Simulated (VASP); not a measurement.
**La: single point with r2SCAN**

La:

```
CELL_PARAMETERS angstrom
-2.20533 2.20533 2.20533
2.20533 -2.20533 2.20533
2.20533 2.20533 -2.20533
ATOMIC_POSITIONS crystal
La 0.00000 0.00000 0.00000
```

This isn't the form of La at room conditions, which is double hcp.

```
Program             : VASP 6.6.1
Task                : single point
Functional          : r2SCAN
Potentials or basis : VASP PAW PBE potentials, release 64 (La)
Cutoff              : 520 eV
k mesh              : 12 × 12 × 12
Occupations         : fermi-dirac, width 0.05 eV
Spin                : collinear spin
Starting moments    : [0.333] μB
```

```json
{
 "Pressure": "-2.5 GPa",
 "Net moment": "0.49 μB per cell",
 "Site moments": "La +0.21 μB",
 "Valence electrons inside the program's atomic spheres": "La 8.47"
}
```

Levels at points of the mesh, in eV from the Fermi level:
Spin up:
```
           k point  band 2  band 3  band 4  band 5  band 6  band 7  band 8  band 9  band 10  band 11
(0.00, 0.00, 0.00)  -17.20  -17.20  -17.20   -3.65    1.30    1.30    1.30    1.48     1.48     1.48
(0.50, 0.00, 0.00)  -18.15  -17.49  -17.21   -1.91   -0.25    1.29    1.48    1.77     1.95     2.00
(0.50, 0.50, 0.50)  -17.84  -17.84  -17.84   -1.83   -1.83    1.61    1.73    1.73     1.73     2.15
```
Spin down:
| k point | band 1 | band 2 | band 3 | band 4 | band 5 | band 6 | band 7 | band 8 | band 9 | band 10 |
| --- | --- | --- | --- | --- | --- | --- | --- | --- | --- | --- |
| (0.00, 0.00, 0.00) | -34.32 | -17.03 | -17.03 | -17.03 | -3.25 | 1.62 | 1.62 | 1.62 | 1.80 | 1.80 |
| (0.50, 0.00, 0.00) | -34.19 | -17.94 | -17.31 | -17.05 | -1.53 | 0.27 | 1.46 | 1.59 | 1.89 | 2.05 |
| (0.50, 0.50, 0.50) | -34.11 | -17.63 | -17.63 | -17.63 | -1.65 | -1.65 | 1.76 | 1.83 | 1.83 | 1.83 |

It took 4.5 min on 1 thread of Intel(R) Xeon(R) Platinum 8375C CPU @ 2.90GHz (Ice Lake) (shared host), peak memory 0.25 GiB.

Caveat: the PAW data sets were made with another functional, which shifts forces and pressure a little; spin-orbit coupling is left out, which moves the levels of the heavy elements.
